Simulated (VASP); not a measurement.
# Sn (Fd-3m) in VASP: single point with r2SCAN

Aim: the single point of Sn with r2SCAN.

All numbers are computed with VASP 6.6.1; they aren't measurements. Logs are shortened: lines on timing, memory, paths and dates and some standing lists are left out, and cuts for length are marked.

### 1 The cell of the first run

Symmetry: Fd-3m, No. 227, cubic system. Conventional cell: a = 6.491 Å, b = 6.491 Å, c = 6.491 Å, α = 90.00°, β = 90.00°, γ = 90.00°. Sn (site symmetry -43m) has 4 Sn at 2.81 Å within 3.7 Å.

This isn't the form of Sn at room conditions, which is tetragonal (white tin).

### 2 Single point, r2SCAN

File POSCAR:

```
Sn
1.0
    0.0000000000      3.2456000000      3.2456000000
    3.2456000000      0.0000000000      3.2456000000
    3.2456000000      3.2456000000      0.0000000000
Sn
2
Direct
    0.5000000000      0.5000000000      0.5000000000
    0.7500000000      0.7500000000      0.7500000000
```

File INCAR.step1:

```
SYSTEM = Sn
  ALGO = Normal
  EDIFF = 1E-4
  ENCUT = 520
  GGA = PE
  ISMEAR = 0
  LASPH = .True.
  LCHARG = .False.
  LREAL = .False.
  LWAVE = .True.
  NBANDS = 21
  NELM = 80
  PREC = Accurate
  SIGMA = 0.1
```

File INCAR.step2:

```
SYSTEM = Sn
  ALGO = Normal
  EDIFF = 1E-6
  ENCUT = 520
  ISIF = 2
  ISMEAR = 0
  ISTART = 1
  LASPH = .True.
  LCHARG = .False.
  LMIXTAU = .True.
  LREAL = .False.
  LWAVE = .False.
  METAGGA = R2SCAN
  NBANDS = 21
  NELM = 80
  PREC = Accurate
  SIGMA = 0.1
```

File KPOINTS:

```
k-points
0
Gamma
  12 12 12
  0 0 0
```

Potentials or basis: VASP PAW PBE potentials, release 64 (Sn_d).

Started as:

```
$ cat potpaw_PBE.64/Sn_d/POTCAR > POTCAR
$ cp INCAR.step1 INCAR
$ mpirun -np 1 vasp_std > vasp.out
$ cp INCAR.step2 INCAR
$ mpirun -np 1 vasp_std > vasp.out
```

OUTCAR:

```text
SYSTEM = Sn
   EDIFF = 1E-6
   ENCUT = 520
   ISIF = 2
   ISMEAR = 0
   ISTART = 1
   LASPH = .True.
   LREAL = .False.
   METAGGA = R2SCAN
   NELM = 80
   PREC = Accurate

 ion  position               nearest neighbor table
   1  0.500  0.500  0.500-   2 2.81   2 2.81   2 2.81   2 2.81
   2  0.750  0.750  0.750-   1 2.81   1 2.81   1 2.81   1 2.81

  LATTYP: Found a face centered cubic cell.
 ALAT       =     6.4912000000

  Lattice vectors:

 A1 = (   0.0000000000,   3.2456000000,   3.2456000000)
 A2 = (   3.2456000000,   0.0000000000,   3.2456000000)
 A3 = (   3.2456000000,   3.2456000000,   0.0000000000)

Analysis of symmetry for initial positions (statically):
=====================================================================
 Subroutine PRICEL returns:
 Original cell was already a primitive cell.

 Routine SETGRP: Setting up the symmetry group for a
 face centered cubic supercell.

 Subroutine GETGRP returns: Found 48 space group operations
 (whereof 24 operations were pure point group operations)
 out of a pool of 48 trial point group operations.

The static configuration has the point symmetry T_d .
 The point group associated with its full space group is O_h .

Analysis of symmetry for dynamics (positions and initial velocities):
=====================================================================
 Subroutine PRICEL returns:
 Original cell was already a primitive cell.

 Routine SETGRP: Setting up the symmetry group for a
 face centered cubic supercell.

 Subroutine GETGRP returns: Found 48 space group operations
 (whereof 24 operations were pure point group operations)
 out of a pool of 48 trial point group operations.

The dynamic configuration has the point symmetry T_d .
 The point group associated with its full space group is O_h .

 Subroutine INISYM returns: Found 48 space group operations
 (whereof 24 operations are pure point group operations),
 and found     1 'primitive' translations

----------------------------------------------------------------------------------------

                                     Primitive cell

  volume of cell :      68.3778

  direct lattice vectors                    reciprocal lattice vectors
     0.000000000  3.245600000  3.245600000    -0.154054720  0.154054720  0.154054720
     3.245600000  0.000000000  3.245600000     0.154054720 -0.154054720  0.154054720
     3.245600000  3.245600000  0.000000000     0.154054720  0.154054720 -0.154054720

  length of vectors
     4.589971538  4.589971538  4.589971538     0.266830603  0.266830603  0.266830603

  position of ions in fractional coordinates (direct lattice)
     0.500000000  0.500000000  0.500000000
     0.750000000  0.750000000  0.750000000

  ion indices of the primitive-cell ions
   primitive index   ion index
                 1           1
                 2           2

----------------------------------------------------------------------------------------

 KPOINTS: k-points

Automatic generation of k-mesh.
 Grid dimensions read from file:
 generate k-points for:   12   12   12

 Generating k-lattice:

  Cartesian coordinates                     Fractional coordinates (reciprocal lattice)
    -0.012837893  0.012837893  0.012837893     0.083333333  0.000000000  0.000000000
     0.012837893 -0.012837893  0.012837893     0.000000000  0.083333333  0.000000000
     0.012837893  0.012837893 -0.012837893     0.000000000  0.000000000  0.083333333

  Length of vectors
     0.022235884  0.022235884  0.022235884

  Shift w.r.t. Gamma in fractional coordinates (k-lattice)
     0.000000000  0.000000000  0.000000000

 Subroutine IBZKPT returns following result:
 ===========================================

 Found     72 irreducible k-points:

 Following reciprocal coordinates:
            Coordinates               Weight
  0.000000  0.000000  0.000000      1.000000
  0.083333  0.000000  0.000000      8.000000
  0.166667  0.000000  0.000000      8.000000
  0.250000  0.000000  0.000000      8.000000
  0.333333  0.000000  0.000000      8.000000
  0.416667  0.000000  0.000000      8.000000
[... 16 lines left out ...]
  0.500000  0.166667  0.000000     24.000000
 -0.416667  0.166667  0.000000     24.000000
 [... further k-points ...]
   k-points           NKPTS =     72   k-points in BZ     NKDIM =     72   number of bands    NBANDS=     21
   number of dos      NEDOS =    301   number of ions     NIONS =      2
   total plane-waves  NPLWV =  46656
   dimension x,y,z NGX =    36 NGY =   36 NGZ =   36
   dimension x,y,z NGXF=    72 NGYF=   72 NGZF=   72
   ions per type =               2
   NGX,Y,Z   is equivalent  to a cutoff of  13.04, 13.04, 13.04 a.u.
   NGXF,Y,Z  is equivalent  to a cutoff of  26.08, 26.08, 26.08 a.u.
 SYSTEM =  Sn
   PREC   = accura    normal or accurate (medium, high low for compatibility)
   ISTART =      1    job   : 0-new  1-cont  2-samecut
   ICHARG =      0    charge: 1-file 2-atom 10-const
   ISPIN  =      1    spin polarized calculation?
   LNONCOLLINEAR =      F non collinear calculations
   LSORBIT =      F    spin-orbit coupling
   LASPH  =      T    aspherical Exc in radial PAW
   ENCUT  =  520.0 eV  38.22 Ry    6.18 a.u.   8.53  8.53  8.53*2*pi/ulx,y,z
   NELM   =     80;   NELMIN=  2; NELMDL=  0     # of ELM steps
   EDIFF  = 0.1E-05   stopping-criterion for ELM
   LREAL  =      F    real-space projection
   EDIFFG = 0.1E-04   stopping-criterion for IOM
   NSW    =      0    number of steps for IOM
   IBRION =     -1    ionic relax: 0-MD 1-quasi-New 2-CG
   NFREE  =      0    steps in history (QN), initial steepest desc. (CG)
   ISIF   =      2    stress and relaxation
   ISYM   =      2    0-nonsym 1-usesym 2-fastsym
   POTIM  = 0.5000    time-step for ionic-motion
   TEBEG  =    0.0;   TEEND  =   0.0 temperature during run
   PSTRESS=    0.0 pullay stress
   NELECT =      28.0000    total number of electrons
   NUPDOWN=      -1.0000    fix difference up-down
   EMIN   =  10.00;   EMAX   =-10.00  energy-range for DOS
   EFERMI =   0.00;   METHOD = LEGACY
   ISMEAR =     0;   SIGMA  =   0.10  broadening in eV -4-tet -1-fermi 0-gaus
   EFERMI_NEDOS =   21; number of points for ismear=-14 and -15
   IALGO  =     38    algorithm
   IMIX   =      4    mixing-type and parameters
     AMIX     =   0.40;   BMIX     =  1.00
     AMIX_MAG =   1.60;   BMIX_MAG =  1.00
  volume/ion in A,a.u.               =      34.19       230.72
  Fermi-wavevector in a.u.,A,eV,Ry     =   1.215689  2.297319 20.108049  1.477900
  Thomas-Fermi vector in A             =   2.351068
   LORBIT       =      0    0 simple, 1 ext, 2 COOP (PROOUT), +10 PAW based schemes
   METAGGA = R2SCAN    functional components
   LHFCALC =     F    Hartree Fock is set to
   AEXX    =    0.0000 exact exchange contribution
   IVDW    =     0    specifies the selected vdW correction
   LEPSILON=     F    determine dielectric tensor
   LRPA    =     F    only Hartree local field effects (RPA)
 non-spin polarized calculation
 Gauss-broadening in eV      SIGMA  =   0.10
  energy-cutoff  :      520.00
  volume of cell :       68.38
 maximum number of plane-waves:      1868
 NGX is ok and might be reduce to    36
   NGX = 17   NGY = 17   NGZ = 17

 number of electron      28.0000001 magnetization

 Free energy of the ion-electron system (eV)
  ---------------------------------------------------
  ext. energy  EPLUGINS =         0.00000000
  ---------------------------------------------------
  free energy    TOTEN  =       -49.48325814 eV

  energy without entropy =      -49.48306183  energy(sigma->0) =      -49.48315999

 E-fermi :   5.5986     XC(G=0):  -9.5888

 val. band max:        5.5767687349   @ k =   0.0000   0.0000   0.0000
 cond. band min:       5.7113567258   @ k =   0.5000   0.0000   0.0000
 fundamental gap:      0.1345879909
 Fermi energy:         5.5986052795

 k-point     1 :       0.0000    0.0000    0.0000
  band No.  band energies     occupation
      1     -16.8309      2.00000
      2     -16.8309      2.00000
      3     -16.8309      2.00000
      4     -16.7643      2.00000
      5     -16.7643      2.00000
      6     -16.4409      2.00000
[... 13 lines left out ...]
     20      13.8301      0.00000
     21      13.8301      0.00000

 k-point     2 :       0.0833    0.0000    0.0000
  band No.  band energies     occupation
      1     -16.8368      2.00000
      2     -16.8368      2.00000
      3     -16.8291      2.00000
      4     -16.7562      2.00000
      5     -16.7562      2.00000
      6     -16.4516      2.00000
[... 13 lines left out ...]
     20      13.2542      0.00000
     21      13.2542      0.00000

 k-point     3 :       0.1667    0.0000    0.0000
  band No.  band energies     occupation
      1     -16.8480      2.00000
      2     -16.8480      2.00000
      3     -16.8243      2.00000
      4     -16.7391      2.00000
      5     -16.7391      2.00000
      6     -16.4675      2.00000
[... 13 lines left out ...]
     20      12.7905      0.00000
     21      12.7905      0.00000

 k-point     4 :       0.2500    0.0000    0.0000
  band No.  band energies     occupation
      1     -16.8580      2.00000
      2     -16.8580      2.00000
      3     -16.8175      2.00000
      4     -16.7219      2.00000
      5     -16.7219      2.00000
      6     -16.4811      2.00000
[... 13 lines left out ...]
     20      12.7618      0.00000
     21      12.7619      0.00000

 k-point     5 :       0.3333    0.0000    0.0000
  band No.  band energies     occupation
      1     -16.8647      2.00000
      2     -16.8647      2.00000
      3     -16.8105      2.00000
      4     -16.7090      2.00000
      5     -16.7090      2.00000
      6     -16.4901      2.00000
[... 13 lines left out ...]
     20      13.2411      0.00000
     21      13.2411      0.00000

 k-point     6 :       0.4167    0.0000    0.0000
  band No.  band energies     occupation
      1     -16.8683      2.00000
      2     -16.8683      2.00000
      3     -16.8052      2.00000
      4     -16.7019      2.00000
      5     -16.7019      2.00000
      6     -16.4944      2.00000
[... 13 lines left out ...]
     20      14.1065      0.00000
     21      14.1065      0.00000

 k-point     7 :       0.5000    0.0000    0.0000
  band No.  band energies     occupation
      1     -16.8694      2.00000
      2     -16.8694      2.00000
      3     -16.8032      2.00000
      4     -16.6997      2.00000
      5     -16.6997      2.00000
      6     -16.4956      2.00000
[... 13 lines left out ...]
     20      14.8183      0.00000
     21      14.8183      0.00000
[... 291 lines left out ...]
      1     -16.8607      2.00000
      2     -16.8543      2.00000
      3     -16.8294      2.00000
      4     -16.7262      2.00000
      5     -16.6886      2.00000
      6     -16.5434      2.00000
[... 13 lines left out ...]
     20      13.3061      0.00000
     21      14.0795      0.00000

 k-point    21 :       0.3333    0.1667    0.0000
  band No.  band energies     occupation
      1     -16.8757      2.00000
      2     -16.8627      2.00000
      3     -16.8115      2.00000
      4     -16.7095      2.00000
      5     -16.6713      2.00000
      6     -16.5591      2.00000
[... 13 lines left out ...]
     20      13.6723      0.00000
     21      14.2794      0.00000

 k-point    22 :       0.4167    0.1667    0.0000
  band No.  band energies     occupation
      1     -16.8872      2.00000
      2     -16.8697      2.00000
      3     -16.7920      2.00000
      4     -16.6936      2.00000
      5     -16.6639      2.00000
      6     -16.5627      2.00000
[... 13 lines left out ...]
     20      14.3138      0.00000
     21      14.9026      0.00000

 k-point    23 :       0.5000    0.1667    0.0000
  band No.  band energies     occupation
      1     -16.8937      2.00000
      2     -16.8748      2.00000
      3     -16.7757      2.00000
      4     -16.6800      2.00000
      5     -16.6684      2.00000
      6     -16.5529      2.00000
[... 13 lines left out ...]
     20      14.7526      0.00000
     21      14.9230      0.00000

 k-point    24 :      -0.4167    0.1667    0.0000
  band No.  band energies     occupation
      1     -16.8944      2.00000
      2     -16.8780      2.00000
      3     -16.7678      2.00000
      4     -16.6816      2.00000
      5     -16.6706      2.00000
      6     -16.5327      2.00000
[... 13 lines left out ...]
     20      13.7883      0.00000
     21      14.0785      0.00000

 [... further k-points ...]
[... 5 lines left out ...]
  --------------------------------------------------------------------------------------
  -------------------------------------------------------------------------------------
  Total        0.6693712      0.6693712      0.6693712     -0.0000000      0.0000000     -0.0000000
  in kB       15.6842087     15.6842087     15.6842087     -0.0000000      0.0000000     -0.0000000
  external PRESSURE =      15.6842087 kB  Pullay stress =       0.0000000 kB

 VOLUME and BASIS-vectors are now :
 -----------------------------------------------------------------------------
  energy-cutoff  :      520.00
  volume of cell :       68.38
      direct lattice vectors                 reciprocal lattice vectors
     0.000000000  3.245600000  3.245600000    -0.154054720  0.154054720  0.154054720
     3.245600000  0.000000000  3.245600000     0.154054720 -0.154054720  0.154054720
     3.245600000  3.245600000  0.000000000     0.154054720  0.154054720 -0.154054720

 POSITION                                       TOTAL-FORCE (eV/Angst)
 -----------------------------------------------------------------------------------
      3.24560      3.24560      3.24560         0.000000      0.000000      0.000000
      4.86840      4.86840      4.86840        -0.000000     -0.000000     -0.000000
 -----------------------------------------------------------------------------------
    total drift:                                0.000000      0.000000      0.000000

  FREE ENERGIE OF THE ION-ELECTRON SYSTEM (eV)
  ---------------------------------------------------
  free  energy   TOTEN  =       -49.4832581427 eV

  energy  without entropy=      -49.4830618317  energy(sigma->0) =      -49.48315999
```

Run time: 5.1 min. Hardware: 1 thread of Intel Xeon 8259CL, shared host; peak memory 0.26 GiB.

What came out:

```
Free energy            : -49.4833 eV
Pressure               : 1.6 GPa
Band gap on the k mesh : zero (filled and empty bands touch)
```

Caveat: the PAW data sets were made with another functional, which shifts forces and pressure a little; spin-orbit coupling is left out, which moves the levels of the heavy elements.

The gap in the log of VASP goes by the Fermi energy; the results here count the filled bands.